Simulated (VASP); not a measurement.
Input of a VASP 6.6.1 run:

The input INCAR:

```
PREC = Accurate ; ENCUT = 520
EDIFF = 1E-6 ; ISMEAR = 0
SIGMA = 0.02 ; LREAL = F
LASPH = T ; NELM = 80
ALGO = Normal ; ISIF = 2
LWAVE = F ; LCHARG = F
GGA = PE ; NBANDS = 46
```

KPOINTS

```
regular mesh
0
Gamma
  6 6 6
```

The input POSCAR:

```
ZnCd3Se3S
1.0
    4.2556492696      2.4570002514      3.4586335721
   -4.2556492696      2.4570002514      3.4586335721
    0.0000000000     -4.9140005027      3.4586335721
Zn Cd Se S
1 3 3 1
Direct
    0.9919249944      0.9919249944      0.9919249944
    0.5064592031      0.9960357053      0.5064592031
    0.9960357053      0.5064592031      0.5064592031
    0.5064592031      0.5064592031      0.9960357053
    0.2374936694      0.7624224457      0.2374936694
    0.7624224457      0.2374936694      0.2374936694
    0.2374936694      0.2374936694      0.7624224457
    0.7617311096      0.7617311096      0.7617311096
```

Potentials or basis: VASP PAW PBE potentials, release 64 (Zn, Cd, Se, S).

Command:

```bash
$ cat potpaw_PBE.64/Zn/POTCAR potpaw_PBE.64/Cd/POTCAR potpaw_PBE.64/Se/POTCAR potpaw_PBE.64/S/POTCAR > POTCAR
$ mpirun -np 1 vasp_std > vasp.out
```

(1) Estimate the largest force.

(2) Estimate the pressure.

## Answers

(1) 0.015 eV/Å.

(2) 0.2 GPa.
